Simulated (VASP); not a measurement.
The system is ScSbS3.

```
CELL_PARAMETERS angstrom
4.47661 0.00000 0.00000
0.00000 4.47661 0.00000
0.00000 0.00000 5.66450
ATOMIC_POSITIONS crystal
Sc 0.00000 0.00000 0.00000
Sb 0.50000 0.50000 0.66200
S 0.50000 0.50000 0.10590
S 0.00000 0.50000 0.50000
S 0.50000 0.00000 0.50000
```

- Program: VASP 6.6.1
- Task: relaxation of cell and atoms
- Functional: PBE
- Potentials or basis: VASP PAW PBE potentials, release 64 (Sc_sv, Sb, S)
- Cutoff: 600 eV
- k mesh: 4 × 4 × 4
- Occupations: gaussian, width 0.1 eV
- Spin: no spin polarisation

At the start: pressure 5.0 GPa; volume 22.70 Å³/atom.

Q: How do energy, volume and symmetry change on relaxing?

A: Over 13 steps the energy falls by 202.1 meV/atom and the volume is 24.86 Å³/atom (+9.5 %); space group P4mm (No. 99, to 0.05 Å).

The path:
```csv
step,energy change (eV),largest force (eV/Å),pressure (GPa),volume (Å³)
1,0.0000,0.9654,4.95,113.52
2,-0.4725,1.1503,-1.55,125.20
3,-0.4839,1.3406,-2.39,127.41
4,-0.7254,1.8380,-0.96,125.43
5,-0.7544,2.4114,0.11,124.36
6,-0.9197,0.9221,0.11,123.51
7,-0.9637,0.3977,0.29,122.90
8,-0.9692,0.5840,0.41,122.64
9,-0.9695,0.6399,0.46,122.55
10,-0.9864,0.4471,0.21,123.25
11,-1.0057,0.1745,-0.37,125.08
12,-1.0105,0.0558,-0.07,124.42
13,-1.0107,0.0356,0.00,124.29
```

Final structure:
```cif
data_structure
_symmetry_space_group_name_H-M 'P 1'
_symmetry_Int_Tables_number 1
_cell_length_a 4.9535
_cell_length_b 4.9535
_cell_length_c 5.0656
_cell_angle_alpha 90.000
_cell_angle_beta 90.000
_cell_angle_gamma 90.000
_cell_volume 124.29
loop_
_atom_site_label
_atom_site_type_symbol
_atom_site_fract_x
_atom_site_fract_y
_atom_site_fract_z
_atom_site_occupancy
Sc1 Sc 0.00000 0.00000 0.03257 1
Sb1 Sb 0.50000 0.50000 0.59325 1
S1 S 0.50000 0.50000 0.06545 1
S2 S 0.00000 0.50000 0.53831 1
S3 S 0.50000 0.00000 0.53831 1
```
